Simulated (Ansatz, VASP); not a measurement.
## Te3Pb2: VASP beside Ansatz

```
Te Pb
1.0
     3.74202    2.16045    7.91235
    -3.74202    2.16045    7.91235
     0.00000   -4.32091    7.91235
Te Pb
3 2
Direct
  0.00000 0.00000 0.50000
  0.50000 0.00000 0.00000
  0.00000 0.50000 0.00000
  0.08106 0.08106 0.08106
  0.91894 0.91894 0.91894
```

Alike in both runs: functional PBE; k mesh 6 × 6 × 6; occupations gaussian, width 0.1 eV; no spin polarisation.

Ansatz relaxed the structure, and its values are those at the end. VASP's run is a single point on that final structure, the one shown.

```csv
,VASP,Ansatz
version,VASP 6.6.1,Ansatz 0.2.0
potentials or method,"VASP PAW PBE potentials, release 64 (Te, Pb_d), cutoff 520 eV","scalar-relativistic, plane waves, PAW"
valence electrons in the cell,46,76
```

```csv
,VASP,Ansatz,Ansatz less VASP
gap on the k mesh at the Fermi level (eV),none,none,-
pressure (GPa),0.0,0.0,+0.02
```

A gap of «none» marks a metal or a gap that the smearing closes. VASP's potentials hold 46 valence electrons a cell and Ansatz's 76, so a difference there can come from the potentials and not from the codes. Ansatz's warnings: xc potential rough in thin density.

Spin-orbit coupling is off throughout.
